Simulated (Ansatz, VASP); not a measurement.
# Two plane-wave programs on ZnO

```
Zn O
1.0
     3.87303    0.00000    0.00000
     0.00000    3.87303    0.00000
     0.00000    0.00000    5.47729
Zn O
2 2
Direct
  0.00000 0.50000 0.00000
  0.50000 0.00000 0.50000
  0.50000 0.50000 0.25000
  0.50000 0.50000 0.75000
```

Change from the starting cell: ordered vacancies on the anion sites of fluorite (P4_2/mmc, No. 131).

Alike in both runs: task relaxation of cell and atoms; functional PBE; k mesh 4 × 4 × 4; occupations gaussian, width 0.1 eV; no spin polarisation.

```csv
,VASP,Ansatz
version,VASP 6.6.1,Ansatz 0.2.0
potentials or method,"VASP PAW PBE potentials, release 64 (Zn, O), cutoff 600 eV","scalar-relativistic, plane waves, PAW"
valence electrons in the cell,36,36
```

Ansatz gave:

| Property | Result |
| --- | --- |
| gap on the k mesh at the Fermi level, each at its own relaxed structure (eV) | none |
| relaxed volume (Å³/atom) | 12.42 |
| relaxed length of the cell vector where the two differ most in proportion (Å) | 3.033 |

What did VASP give for the same quantities?

gap on the k mesh at the Fermi level, each at its own relaxed structure (eV): none; relaxed volume (Å³/atom): 12.51; relaxed length of the cell vector where the two differ most in proportion (Å): 3.042.

A gap of «none» marks a metal or a gap that the smearing closes.

The k mesh is coarse, so the values compare programs but aren't converged. Noted on VASP's run: the volume moved by over 15 % at a fixed basis, so the end points are rough.
